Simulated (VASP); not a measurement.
Runs of VASP 6.6.1 on MgO (Periclase). The structure is that of space group Fm-3m (No. 225), or close to it. The cells are those of the table. 

```csv
task,level,potentials or basis,cell,k mesh,cutoff (eV),smearing,grid for exact exchange (PRECFOCK),screening parameter,gap on the mesh (eV),pressure (GPa)
single point,PBE,"VASP PAW PBE potentials, release 64 (Mg, O)","a = 2.973 Å, angles 60.0°, 2 atoms",6 × 6 × 6,520,gaussian 0.01 eV,-,-,4.78,4.9
relaxation of cell and atoms,r2SCAN,"VASP PAW PBE potentials, release 64 (Mg, O)","relaxed from a = 3.008 Å, angles 60.0°, 2 atoms",10 × 10 × 10,600,fermi-dirac 0.02 eV,-,-,(b),0.0
single point,r2SCAN,"VASP PAW PBE potentials, release 64 (Mg, O)","a = 2.973 Å, angles 60.0°, 2 atoms",10 × 10 × 10,520,fermi-dirac 0.02 eV,-,-,5.66,-1.1
single point,PBE,"VASP PAW PBE potentials, release 64 (Mg, O)","a = 2.973 Å, angles 60.0°, 2 atoms",10 × 10 × 10,520,fermi-dirac 0.02 eV,-,-,4.78,4.9
single point,PBE0,"VASP PAW PBE potentials, release 64 (Mg, O)","a = 2.973 Å, angles 60.0°, 2 atoms",8 × 8 × 8,520,gaussian 0.01 eV,Normal,-,7.24,-0.6
single point,r2SCAN,"VASP PAW PBE potentials, release 64 (Mg, O)","a = 2.973 Å, angles 60.0°, 2 atoms",10 × 10 × 10,520,gaussian 0.01 eV,-,-,5.66,-1.1
single point,HSE06,"VASP PAW PBE potentials, release 64 (Mg, O)","a = 2.973 Å, angles 60.0°, 2 atoms",8 × 8 × 8,520,gaussian 0.01 eV,Normal,0.2079 1/Å,(a),-0.6
single point,LDA,"VASP PAW LDA potentials, release 64 (Mg, O)","a = 2.973 Å, angles 60.0°, 2 atoms",10 × 10 × 10,520,gaussian 0.01 eV,-,-,4.71,-6.9
```

Alike in all rows: no spin polarisation.

**Question.** Fill in the values left out.

**Answer.** (a) 6.50; (b) 5.75.

Caveats: some runs use coarse meshes; the PAW data sets were made with another functional, which shifts forces and pressure a little (some runs).

